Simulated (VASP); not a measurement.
Input of a VASP 6.6.1 run:

Contents of INCAR:

```
PREC = Accurate
ENCUT = 520
EDIFF = 1E-7
ISMEAR = 0
SIGMA = 0.1
LREAL = False
LASPH = True
NELM = 80
ALGO = Normal
ISIF = 2
LWAVE = False
LCHARG = False
LDIPOL = True
IDIPOL = 3
DIPOL = 0.5 0.5 0.330
GGA = PS
NBANDS = 53
```

File KPOINTS:

```
Automatic mesh
0
Gamma
  6 6 1
```

Contents of POSCAR:

```
Mo6C
1.0
    4.4256825775      0.0000000000      0.0000000000
   -2.2128412887      3.8327535412      0.0000000000
    0.0000000000      0.0000000000     19.7247696083
Mo C
6 1
Direct
    0.6666666667      0.3333333333      0.2027907083
    0.3333333333      0.6666666667      0.2485904155
    0.0000000000      0.0000000000      0.2943901228
    0.6666666667      0.3333333333      0.3368101117
    0.3333333333      0.6666666667      0.3772266205
    0.0000000000      0.0000000000      0.4169767136
    0.6666666667      0.3333333333      0.4359235561
```

Potentials or basis: VASP PAW PBE potentials, release 64 (Mo_sv, C).

Command:

```console
$ cat potpaw_PBE.64/Mo_sv/POTCAR potpaw_PBE.64/C/POTCAR > POTCAR
$ mpirun -np 1 vasp_std > vasp.out
```

(1) Predict the largest force.

(2) What does it give for the band gap on the k mesh?

Answers

(1) 2.056 eV/Å.

(2) zero (bands 44 and 45 overlap by 0.20 eV).

Caveat: the PAW data sets were made with another functional, which shifts forces and pressure a little.
